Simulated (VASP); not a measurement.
Input of a VASP 6.6.1 run:

INCAR

```
SYSTEM = Zr2N
  PREC = Accurate
  ENCUT = 520
  EDIFF = 1E-7
  ISMEAR = 0
  SIGMA = 0.1
  LREAL = .False.
  LASPH = .True.
  NELM = 80
  ALGO = Normal
  ISIF = 2
  LWAVE = .False.
  LCHARG = .False.
  GGA = PS
  NBANDS = 38
```

The input KPOINTS:

```
Automatic mesh
0
Gamma
  8 8 12
  0 0 0
```

POSCAR

```
Zr2N
1.0
    5.4774498229      0.0000000000      0.0000000000
    0.0000000000      5.4774498229      0.0000000000
    0.0000000000      0.0000000000      3.2399197076
Zr N
4 2
Direct
    0.2976766271      0.2976766271      0.0000000000
    0.7023233729      0.7023233729      0.0000000000
    0.7976766271      0.2023233729      0.5000000000
    0.2023233729      0.7976766271      0.5000000000
    0.0000000000      0.0000000000      0.0000000000
    0.5000000000      0.5000000000      0.5000000000
```

Potentials or basis: VASP PAW PBE potentials, release 64 (Zr_sv, N).

Run with:

```bash
$ cat potpaw_PBE.64/Zr_sv/POTCAR potpaw_PBE.64/N/POTCAR > POTCAR
$ mpirun -np 1 vasp_std > vasp.out
```

(1) Predict the largest force.

(2) Estimate the pressure.

(3) Estimate the band gap on the k mesh.

## Answers

(1) 0.009 eV/Å.

(2) -4.6 GPa.

(3) zero (bands 29 and 30 overlap by 2.45 eV).

Caveat: the cell differs from its parent crystal (biaxial strain in the a-b plane: +2.0 %, then relaxed in part); the stress differs along the axes, from -7 to 0 GPa; the PAW data sets were made with another functional, which shifts forces and pressure a little.
